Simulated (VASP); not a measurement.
# HfB (Fm-3m) in VASP: further runs, part 2 of 2

VASP 6.6.1.

### Step 4. Single point, LDA (volume scaled by 1.02)

The input, INCAR:

```
  PREC = Accurate
  ENCUT = 520
  EDIFF = 1E-6
  ISMEAR = -1
  SIGMA = 0.05
  LREAL = False
  LASPH = True
  NELM = 100
  ALGO = Normal
  ISIF = 2
  LWAVE = False
  LCHARG = False
  NBANDS = 14
```

The input, KPOINTS:

```
Automatic mesh
0
Gamma
  10 10 10
```

The input, POSCAR:

```
HfB
1.0
    0.0000000000      2.3252984591      2.3252984591
    2.3252984591      0.0000000000      2.3252984591
    2.3252984591      2.3252984591      0.0000000000
Hf B
1 1
Direct
    0.5000000000      0.5000000000      0.5000000000
    0.0000000000      0.0000000000      0.0000000000
```

Potentials or basis: VASP PAW LDA potentials, release 64 (Hf_pv, B).

Launch:

```
> cat potpaw_LDA.64/Hf_pv/POTCAR potpaw_LDA.64/B/POTCAR > POTCAR
> mpirun -np 1 vasp_std > vasp.out
```

OUTCAR:

```text
PREC = Accurate
   ENCUT = 520
   EDIFF = 1E-6
   ISMEAR = -1
   LREAL = False
   LASPH = True
   NELM = 100
   ISIF = 2

 ion  position               nearest neighbor table
   1  0.500  0.500  0.500-   2 2.33   2 2.33   2 2.33   2 2.33   2 2.33   2 2.33
   2  0.000  0.000  0.000-   1 2.33   1 2.33   1 2.33   1 2.33   1 2.33   1 2.33

  LATTYP: Found a face centered cubic cell.
 ALAT       =     4.6505969182

  Lattice vectors:

 A1 = (   0.0000000000,   2.3252984591,   2.3252984591)
 A2 = (   2.3252984591,   0.0000000000,   2.3252984591)
 A3 = (   2.3252984591,   2.3252984591,   0.0000000000)

Analysis of symmetry for initial positions (statically):
=====================================================================
 Subroutine PRICEL returns:
 Original cell was already a primitive cell.

 Routine SETGRP: Setting up the symmetry group for a
 face centered cubic supercell.

 Subroutine GETGRP returns: Found 48 space group operations
 (whereof 48 operations were pure point group operations)
 out of a pool of 48 trial point group operations.

The static configuration has the point symmetry O_h .

Analysis of symmetry for dynamics (positions and initial velocities):
=====================================================================
 Subroutine PRICEL returns:
 Original cell was already a primitive cell.

 Routine SETGRP: Setting up the symmetry group for a
 face centered cubic supercell.

 Subroutine GETGRP returns: Found 48 space group operations
 (whereof 48 operations were pure point group operations)
 out of a pool of 48 trial point group operations.

The dynamic configuration has the point symmetry O_h .

 Subroutine INISYM returns: Found 48 space group operations
 (whereof 48 operations are pure point group operations),
 and found     1 'primitive' translations

----------------------------------------------------------------------------------------

                                     Primitive cell

  volume of cell :      25.1458

  direct lattice vectors                    reciprocal lattice vectors
     0.000000000  2.325298459  2.325298459    -0.215026161  0.215026161  0.215026161
     2.325298459  0.000000000  2.325298459     0.215026161 -0.215026161  0.215026161
     2.325298459  2.325298459  0.000000000     0.215026161  0.215026161 -0.215026161

  length of vectors
     3.288468617  3.288468617  3.288468617     0.372436235  0.372436235  0.372436235

  position of ions in fractional coordinates (direct lattice)
     0.500000000  0.500000000  0.500000000
     0.000000000  0.000000000  0.000000000

  ion indices of the primitive-cell ions
   primitive index   ion index
                 1           1
                 2           2

----------------------------------------------------------------------------------------

 KPOINTS: Automatic mesh

Automatic generation of k-mesh.
 Grid dimensions read from file:
 generate k-points for:   10   10   10

 Generating k-lattice:

  Cartesian coordinates                     Fractional coordinates (reciprocal lattice)
    -0.021502616  0.021502616  0.021502616     0.100000000  0.000000000  0.000000000
     0.021502616 -0.021502616  0.021502616     0.000000000  0.100000000  0.000000000
     0.021502616  0.021502616 -0.021502616     0.000000000  0.000000000  0.100000000

  Length of vectors
     0.037243624  0.037243624  0.037243624

  Shift w.r.t. Gamma in fractional coordinates (k-lattice)
     0.000000000  0.000000000  0.000000000

 Subroutine IBZKPT returns following result:
 ===========================================

 Found     47 irreducible k-points:

 Following reciprocal coordinates:
            Coordinates               Weight
  0.000000  0.000000  0.000000      1.000000
  0.100000  0.000000  0.000000      8.000000
  0.200000  0.000000  0.000000      8.000000
  0.300000  0.000000  0.000000      8.000000
  0.400000  0.000000  0.000000      8.000000
  0.500000  0.000000  0.000000      4.000000
[... 16 lines left out ...]
  0.300000  0.300000  0.000000      6.000000
  0.400000  0.300000  0.000000     24.000000
 [... further k-points ...]
   k-points           NKPTS =     47   k-points in BZ     NKDIM =     47   number of bands    NBANDS=     14
   number of dos      NEDOS =    301   number of ions     NIONS =      2
   total plane-waves  NPLWV =  13824
   dimension x,y,z NGX =    24 NGY =   24 NGZ =   24
   dimension x,y,z NGXF=    48 NGYF=   48 NGZF=   48
   ions per type =               1   1
   NGX,Y,Z   is equivalent  to a cutoff of  12.13, 12.13, 12.13 a.u.
   NGXF,Y,Z  is equivalent  to a cutoff of  24.27, 24.27, 24.27 a.u.
 SYSTEM =  unknown system
   PREC   = accura    normal or accurate (medium, high low for compatibility)
   ISTART =      0    job   : 0-new  1-cont  2-samecut
   ICHARG =      2    charge: 1-file 2-atom 10-const
   ISPIN  =      1    spin polarized calculation?
   LNONCOLLINEAR =      F non collinear calculations
   LSORBIT =      F    spin-orbit coupling
   LASPH  =      T    aspherical Exc in radial PAW
   ENCUT  =  520.0 eV  38.22 Ry    6.18 a.u.   6.11  6.11  6.11*2*pi/ulx,y,z
   NELM   =    100;   NELMIN=  2; NELMDL= -5     # of ELM steps
   EDIFF  = 0.1E-05   stopping-criterion for ELM
   LREAL  =      F    real-space projection
   EDIFFG = 0.1E-04   stopping-criterion for IOM
   NSW    =      0    number of steps for IOM
   IBRION =     -1    ionic relax: 0-MD 1-quasi-New 2-CG
   NFREE  =      0    steps in history (QN), initial steepest desc. (CG)
   ISIF   =      2    stress and relaxation
   ISYM   =      2    0-nonsym 1-usesym 2-fastsym
   POTIM  = 0.5000    time-step for ionic-motion
   TEBEG  =    0.0;   TEEND  =   0.0 temperature during run
   PSTRESS=    0.0 pullay stress
   NELECT =      13.0000    total number of electrons
   NUPDOWN=      -1.0000    fix difference up-down
   EMIN   =  10.00;   EMAX   =-10.00  energy-range for DOS
   EFERMI =   0.00;   METHOD = LEGACY
   ISMEAR =    -1;   SIGMA  =   0.05  broadening in eV -4-tet -1-fermi 0-gaus
   EFERMI_NEDOS =   21; number of points for ismear=-14 and -15
   IALGO  =     38    algorithm
   IMIX   =      4    mixing-type and parameters
     AMIX     =   0.40;   BMIX     =  1.00
     AMIX_MAG =   1.60;   BMIX_MAG =  1.00
  volume/ion in A,a.u.               =      12.57        84.85
  Fermi-wavevector in a.u.,A,eV,Ry     =   1.313915  2.482939 23.488723  1.726372
  Thomas-Fermi vector in A             =   2.444204
   LORBIT       =      0    0 simple, 1 ext, 2 COOP (PROOUT), +10 PAW based schemes
   GGA     = CA    functional components
   LHFCALC =     F    Hartree Fock is set to
   AEXX    =    0.0000 exact exchange contribution
   IVDW    =     0    specifies the selected vdW correction
   LEPSILON=     F    determine dielectric tensor
   LRPA    =     F    only Hartree local field effects (RPA)
 non-spin polarized calculation
  energy-cutoff  :      520.00
  volume of cell :       25.15
 maximum number of plane-waves:       700
   NGX = 13   NGY = 13   NGZ = 13

 number of electron      13.0000000 magnetization

 Free energy of the ion-electron system (eV)
  ---------------------------------------------------
  ext. energy  EPLUGINS =         0.00000000
  ---------------------------------------------------
  free energy    TOTEN  =       -18.92407157 eV

  energy without entropy =      -18.91284980  energy(sigma->0) =      -18.91846068

 E-fermi :   4.9341     XC(G=0): -12.3602

 val. band max:        4.9069554441   @ k =  -0.2000   0.1000   0.0000
 cond. band min:       4.9478300951   @ k =   0.5000   0.3000   0.1000
 fundamental gap:      0.0408746510
 Fermi energy:         4.9341442198

 k-point     1 :       0.0000    0.0000    0.0000
  band No.  band energies     occupation
      1     -23.3034      2.00000
      2     -23.3034      2.00000
      3     -23.3034      2.00000
      4      -4.4173      2.00000
      5       7.0588      0.00000
      6       7.0588      0.00000
      7       7.0588      0.00000
      8       8.8593      0.00000
      9       8.8593      0.00000
     10       8.8593      0.00000
     11       9.0455      0.00000
     12       9.0455      0.00000
     13      16.6427      0.00000
     14      17.7668      0.00000
[... 375 lines left out ...]
 k-point    24 :       0.4000    0.3000    0.0000
  band No.  band energies     occupation
      1     -23.8200      2.00000
      2     -23.5137      2.00000
      3     -23.4920      2.00000
      4      -1.5042      2.00000
      5       2.8542      2.00000
      6       4.1914      2.00000
      7       6.2833      0.00000
      8       7.0849      0.00000
      9      11.1125      0.00000
     10      12.6601      0.00000
     11      12.9462      0.00000
     12      17.1457      0.00000
     13      17.5936      0.00000
     14      19.1159      0.00000

 [... further k-points ...]
[... 5 lines left out ...]
  --------------------------------------------------------------------------------------
  -------------------------------------------------------------------------------------
  Total        2.2941980      2.2941980      2.2941980      0.0000000     -0.0000000      0.0000000
  in kB      146.1757653    146.1757653    146.1757653      0.0000000     -0.0000000      0.0000000
  external PRESSURE =     146.1757653 kB  Pullay stress =       0.0000000 kB

 VOLUME and BASIS-vectors are now :
 -----------------------------------------------------------------------------
  energy-cutoff  :      520.00
  volume of cell :       25.15
      direct lattice vectors                 reciprocal lattice vectors
     0.000000000  2.325298459  2.325298459    -0.215026161  0.215026161  0.215026161
     2.325298459  0.000000000  2.325298459     0.215026161 -0.215026161  0.215026161
     2.325298459  2.325298459  0.000000000     0.215026161  0.215026161 -0.215026161

 POSITION                                       TOTAL-FORCE (eV/Angst)
 -----------------------------------------------------------------------------------
      2.32530      2.32530      2.32530         0.000000      0.000000      0.000000
      0.00000      0.00000      0.00000        -0.000000     -0.000000     -0.000000
 -----------------------------------------------------------------------------------
    total drift:                               -0.000000     -0.000000      0.000000

  FREE ENERGIE OF THE ION-ELECTRON SYSTEM (eV)
  ---------------------------------------------------
  free  energy   TOTEN  =       -18.9240715728 eV

  energy  without entropy=      -18.9128497952  energy(sigma->0) =      -18.91846068
```

stdout:

```text
POSCAR found type information on POSCAR HfB
 POSCAR found :  2 types and       2 ions
 scaLAPACK will be used
 LDA part: xc-table for (Slater(with rela. corr.)+CA(PZ))
 , standard interpolation
 POSCAR, INCAR and KPOINTS ok, starting setup
 FFT: planning ... GRIDC
 FFT: planning ... GRID_SOFT
 FFT: planning ... GRID
 WAVECAR not read
 entering main loop
```

Run time: 6.1 s. Hardware: 1 thread of Intel Xeon 6975P-C, shared host; peak memory 0.14 GiB.

Results:

| Item | Value |
| --- | --- |
| Free energy | -18.9241 eV |
| Pressure | 14.6 GPa |

Levels at points of the mesh, in eV from the Fermi level:
```csv
k point,band 5,band 6,band 7,band 8,band 9,band 10
"(0.00, 0.00, 0.00)",2.12,2.12,2.12,3.93,3.93,3.93
"(0.50, 0.00, 0.00)",-3.90,-1.33,-1.33,6.31,6.31,7.35
"(0.50, 0.50, 0.00)",-1.06,-0.84,2.37,2.37,6.08,7.64
```

Caveat: spin-orbit coupling is left out, which moves the levels of the heavy elements.

### Step 5. The runs side by side

```tsv
cell	gap on the mesh (eV)	pressure (GPa)
a = 3.245 Å, angles 60.0°, 2 atoms	none	25.2
a = 3.267 Å, angles 60.0°, 2 atoms	none	19.7
a = 3.288 Å, angles 60.0°, 2 atoms	none	14.6
```

Alike in all rows: task single point; level LDA; potentials or basis VASP PAW LDA potentials, release 64 (Hf_pv, B); no spin polarisation; k mesh 10 × 10 × 10; cutoff (eV) 520; smearing fermi-dirac 0.05 eV.

Caveats: spin-orbit coupling is left out, which moves the levels of the heavy elements.

Total energies depend on the potentials used, so only differences within one code and one set of settings carry meaning.
